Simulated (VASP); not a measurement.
Write the native input for VASP 6.6.1 that does the following.

```yaml
Task: single point
Functional: PBEsol
Potentials_or_basis: VASP PAW PBE potentials, release 64 (Hg)
Cutoff: 520 eV
k_mesh: 10 × 10 × 4
Occupations: gaussian, width 0.05 eV
Spin: no spin polarisation
Dipole_correction: no
Further_INCAR_settings: ALGO = Fast; EDIFF = 1e-06; NBANDS = 12
```

The structure of Hg lies in POSCAR:

```
Hg
1.0
    3.0637466888      0.0005966067     -0.0000002098
    1.5309294589      2.6570946376      0.0000028061
    0.0082737613      1.6952117226      8.3993037600
Hg
1
Direct
    0.5000000000      0.0000000000      0.0000000000
```

This cell differs from its parent crystal: strain -0.050 along x and y, -0.025 along z.

The input as run:

INCAR

```
  ALGO = Fast
  EDIFF = 1E-6
  ENCUT = 520
  GGA = PS
  ISIF = 2
  ISMEAR = 0
  LASPH = T
  LCHARG = F
  LREAL = F
  LWAVE = F
  NBANDS = 12
  NELM = 80
  PREC = Accurate
  SIGMA = 0.05
```

KPOINTS

```
k-points
0
Gamma
  10 10 4
```

Potentials or basis: VASP PAW PBE potentials, release 64 (Hg).

Run with:

```console
$ cat potpaw_PBE.64/Hg/POTCAR > POTCAR
$ mpirun -np 1 vasp_std > vasp.out
```

It gave:

```yaml
Pressure: 0.6 GPa
Band_gap_on_the_k_mesh: zero (bands 6 and 7 overlap by 0.03 eV)
```

Caveat: the cell differs from its parent crystal (strain -0.050 along x and y, -0.025 along z); the PAW data sets were made with another functional, which shifts forces and pressure a little; spin-orbit coupling is left out, which moves the levels of the heavy elements.

Run time: 3.3 min on 1 thread of Oxide Virtual Turin-like Processor, on a shared host, peak memory 0.26 GiB.
